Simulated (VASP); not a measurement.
Here is a VASP 6.6.1 calculation.

File INCAR:

```
SYSTEM = H4C
  ALGO = Normal
  EDIFF = 1E-7
  ENCUT = 520
  GGA = PS
  ISIF = 2
  ISMEAR = -1
  LASPH = .True.
  LCHARG = .False.
  LREAL = Auto
  LWAVE = .False.
  NBANDS = 58
  NELM = 60
  PREC = Accurate
  SIGMA = 0.05
```

The input KPOINTS:

```
k-points
0
Gamma
  1 1 1
  0 0 0
```

Contents of POSCAR:

```
H4C
1.0
    7.3876590000      0.0000000000      0.0000000000
    0.0000000000      7.3876590000      0.0000000000
    0.0000000000      0.0000000000      7.3876590000
C H
8 32
Direct
    0.5183963167      0.7579189983      0.6876324581
    0.0499086805      0.8680207343      0.5709562598
    0.8301012849      0.3486724538      0.9352782975
    0.2671838115      0.3480554751      0.7393557125
    0.6740879840      0.8817016579      0.1084685462
    0.6771011477      0.2462643732      0.4494292668
    0.1403166824      1.0257903539      0.1177848327
    0.3222340914      0.5256735169      0.2177780022
    0.4160527690      0.8055660165      0.7849444061
    0.6031234424      0.6548799670      0.7529360649
    0.6033475354      0.8729675395      0.6447076980
    0.4512511018      0.6977729807      0.5692028218
    0.1099969251      0.9996663210      0.6058629116
    0.0264895823      0.7889273394      0.6947453826
    0.1426951640      0.7941296776      0.4817046076
   -0.0789964470      0.8898231206      0.5006506505
    0.9733564085      0.3769564437      0.9667714059
    0.7489453979      0.3551077640      1.0604910997
    0.8199827040      0.2125185003      0.8749995993
    0.7797397150      0.4489577241      0.8374955801
    0.2607084705      0.4779727761      0.8112363602
    0.2739699971      0.2373877585      0.8381182309
    0.3879784274      0.3448034862      0.6538315646
    0.1461114648      0.3312345870      0.6549060761
    0.7770701873      0.9329975928      0.2022619161
    0.5780803457      0.7948733857      0.1819578610
    0.7403084108      0.8035731743      0.0008987244
    0.6009030593      0.9960442799      0.0477515564
    0.7685392916      0.3536475255      0.4022930374
    0.6572312448      0.2591769907      0.5958284426
    0.7363690497      0.1135039982      0.4193705768
    0.5465759399      0.2580828369      0.3795831909
    0.0950141279      0.8937900239      0.1688612980
    0.2834850837      1.0463515458      0.1512605318
    0.0586775766      1.1326233224      0.1812764645
    0.1209648479      1.0305926947     -0.0294182244
    0.3232941388      0.5324673083      0.3662003212
    0.2260065204      0.4210030158      0.1740371414
    0.4580214437      0.4906390427      0.1689797874
    0.2826235745      0.6573683966      0.1616476387
```

Potentials or basis: VASP PAW PBE potentials, release 64 (C, H).

Run with:

```console
$ cat potpaw_PBE.64/C/POTCAR potpaw_PBE.64/H/POTCAR > POTCAR
$ mpirun -np 1 vasp_gam > vasp.out
```

(1) Estimate the band gap on the k mesh.

(2) What does it give for the largest force?

(3) What does it give for the pressure?

Answers

(1) 7.35 eV.

(2) 0.206 eV/Å.

(3) 0.4 GPa.

Caveat: the k points lie up to 0.85 Å⁻¹ apart; the PAW data sets were made with another functional, which shifts forces and pressure a little.
